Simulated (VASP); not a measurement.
A run of VASP 6.6.1 is set up as follows.

INCAR

```
PREC = Accurate ; ENCUT = 520
EDIFF = 1E-6 ; ISMEAR = -1
SIGMA = 0.1 ; LREAL = False
LASPH = True ; NELM = 100
ALGO = Normal ; ISIF = 2
LWAVE = False ; LCHARG = False
GGA = PE ; NBANDS = 34
```

Contents of KPOINTS:

```
regular mesh
0
Gamma
  5 5 3
```

The input POSCAR:

```
VAsF
1.0
    3.3284380000      0.0000000000      0.0000000000
    0.0000000000      3.3284380000      0.0000000000
    0.0000000000      0.0000000000      7.5317970000
As F V
2 2 2
Direct
    0.2500000000      0.2500000000      0.6117000000
    0.7500000000      0.7500000000      0.3883000000
    0.7500000000      0.2500000000      0.0000000000
    0.2500000000      0.7500000000      0.0000000000
    0.2500000000      0.2500000000      0.2558000000
    0.7500000000      0.7500000000      0.7442000000
```

Potentials or basis: VASP PAW PBE potentials, release 64 (As, F, V_sv).

The run is started by

```sh
$ cat potpaw_PBE.64/As/POTCAR potpaw_PBE.64/F/POTCAR potpaw_PBE.64/V_sv/POTCAR > POTCAR
$ mpirun -np 1 vasp_std > vasp.out
```

Q: What does it give for the pressure?

A: -7.4 GPa.

Q: Estimate the largest force.

A: 3.031 eV/Å.

Q: What does it give for the band gap on the k mesh?

A: Zero (band 25 reaches 6.75 eV, above the bottom of band 26 at 6.15 eV).

Forces on the atoms (eV/Å):
```
As   0.000  0.000 -0.172
As   0.000  0.000  0.172
F    0.000  0.000  0.000
F    0.000  0.000  0.000
V    0.000  0.000 -3.031
V    0.000  0.000  3.031
```

Caveat: the k points lie up to 0.38 Å⁻¹ apart; the run has no spin polarisation, though such a crystal can be magnetic; forces of over 1 eV/Å act on the atoms, so gaps and moduli don't describe the material at rest. With open d or f shells a metallic result of PBE can be an artefact of self-interaction; +U or a hybrid may open a gap.
